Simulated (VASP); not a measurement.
Wanted: the native input for a VASP 6.6.1 run.

```yaml
Task: single point
Functional: LDA
Potentials_or_basis: VASP PAW LDA potentials, release 64 (Cu, O)
Cutoff: 520 eV
k_mesh: 3 × 3 × 3
Occupations: fermi-dirac, width 0.05 eV
Spin: no spin polarisation
Dipole_correction: no
Further_INCAR_settings: LREAL = Auto; ALGO = Normal; EDIFF = 1e-06; NBANDS = 78
```

The structure of Cu8O7 (a cell with a defect) lies in POSCAR:

```
Cu8O7
1.0
    4.6837000000     -3.4226000000      0.0000000000
    4.6837000000      3.4226000000      0.0000000000
   -0.8500270000      0.0000000000      5.0578690000
Cu O
8 7
Direct
   -0.0163929247      0.2494260117      0.0194646212
    0.2434527402     -0.0143654957      0.5155627949
    0.0116509468      0.7537765426     -0.0116222384
    0.2573231775      0.4825995414      0.5135587853
    0.4804894837      0.2451344620      0.0157305380
    0.7478928539      0.0141415269      0.4844207369
    0.5143154707      0.7398587947     -0.0102225500
    0.7525871803      0.5172108466      0.4877150555
    0.2783670811      0.1988372462      0.2900680503
    0.2041039926      0.2589383523      0.7760960923
    0.2843262609      0.7129851039      0.2520337940
    0.2371790453      0.7597173125      0.7517492757
    0.7535507370      0.2440876460      0.2517855830
    0.7977158404      0.7197216252      0.2134575728
    0.7385276143      0.7933488837      0.7276141887
```

The input as run:

INCAR

```
PREC = Accurate ; ENCUT = 520
EDIFF = 1E-6 ; ISMEAR = -1
SIGMA = 0.05 ; LREAL = Auto
LASPH = True ; NELM = 80
ALGO = Normal ; ISIF = 2
LWAVE = False ; LCHARG = True
LELF = True ; LVHAR = True
NBANDS = 78
```

KPOINTS

```
Automatic mesh
0
Gamma
  3 3 3
```

Potentials or basis: VASP PAW LDA potentials, release 64 (Cu, O).

Launch:

```bash
$ cat potpaw_LDA.64/Cu/POTCAR potpaw_LDA.64/O/POTCAR > POTCAR
$ mpirun -np 1 vasp_std > vasp.out
```

It gave:

```yaml
Pressure: -6.2 GPa
Largest_force: 0.101 eV/Å
Band_gap_on_the_k_mesh: zero (bands 65 and 66 overlap by 0.14 eV)
```

Caveat: the k points lie up to 0.41 Å⁻¹ apart; semilocal functionals often make such compounds metallic where correlation or magnetic order opens a gap, which also shifts bond lengths.

It took 6.6 min on 1 thread of Intel(R) Xeon(R) 6975P-C (Granite Rapids) (shared host), peak memory 0.3 GiB.
